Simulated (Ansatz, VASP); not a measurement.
# One calculation of Te2Mo, two programs

```
CELL_PARAMETERS angstrom
3.47289 0.00000 0.00000
-1.73644 3.00761 0.00000
0.00000 0.00000 13.76868
ATOMIC_POSITIONS crystal
Te 0.33333 0.66667 0.61954
Te 0.66667 0.33333 0.11954
Te 0.66667 0.33333 0.38046
Te 0.33333 0.66667 0.88046
Mo 0.33333 0.66667 0.25000
Mo 0.66667 0.33333 0.75000
```

Alike in both runs: task single point; functional LDA; k mesh 12 × 12 × 2; occupations gaussian, width 0.02 eV; no spin polarisation.

```csv
,VASP,Ansatz
version,VASP 6.6.1,Ansatz 0.2.0
potentials or method,"VASP PAW LDA potentials, release 64 (Te, Mo_sv), cutoff 520 eV","scalar-relativistic, plane waves, PAW"
valence electrons in the cell,52,92
```

Ansatz gave:

- gap on the k mesh at the Fermi level (eV): 0.70
- least direct gap on the mesh (eV): 1.10
- pressure (GPa): 0.0
- traceless stress, the component that is largest in VASP (GPa): 0.00
- rms of the force components (eV/Å): 0.002

Q: Which values does VASP return?

A: gap on the k mesh at the Fermi level (eV): 0.68; least direct gap on the mesh (eV): 1.10; pressure (GPa): 0.3; traceless stress, the component that is largest in VASP (GPa): 0.12; rms of the force components (eV/Å): 0.026.

LDA's correlation is that of Perdew and Zunger in VASP and of Perdew and Wang (1992) in Ansatz. Atom by atom the forces differ by 0.027 eV/Å (rms over components). VASP's potentials hold 52 valence electrons a cell and Ansatz's 92, so a difference there can come from the potentials and not from the codes.

Spin-orbit coupling is off throughout.
